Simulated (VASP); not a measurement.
A run of VASP 6.6.1:

INCAR

```
ALGO = Fast
EDIFF = 1E-6
ENCUT = 520
GGA = PE
ISIF = 2
ISMEAR = 0
LASPH = True
LCHARG = False
LREAL = False
LWAVE = False
NBANDS = 22
NELM = 100
PREC = Accurate
SIGMA = 0.1
```

KPOINTS

```
k-points
0
Gamma
  20 20 14
```

The input POSCAR:

```
Rh
1.0
    1.8766695683      1.8766695683      0.0000000000
   -1.9174868723      1.9174868723      0.0000000000
    0.0000000000      0.0000000000      3.8627558517
Rh
2
Direct
    0.0000000000      0.0000000000      0.0000000000
    0.5000000000      0.5000000000      0.5000000000
```

Potentials or basis: VASP PAW PBE potentials, release 64 (Rh_pv).

Launch:

```console
$ cat potpaw_PBE.64/Rh_pv/POTCAR > POTCAR
$ mpirun -np 1 vasp_std > vasp.out
```

Hardware: 1 thread of Intel(R) Xeon(R) 6975P-C (Granite Rapids), with other jobs on the host.

How long does it take, and how much memory?

Wall time 2.9 min on 1 thread of Intel(R) Xeon(R) 6975P-C (Granite Rapids), on a shared host, peak memory 0.51 GiB. Counts: scf iterations 13, k points 968.
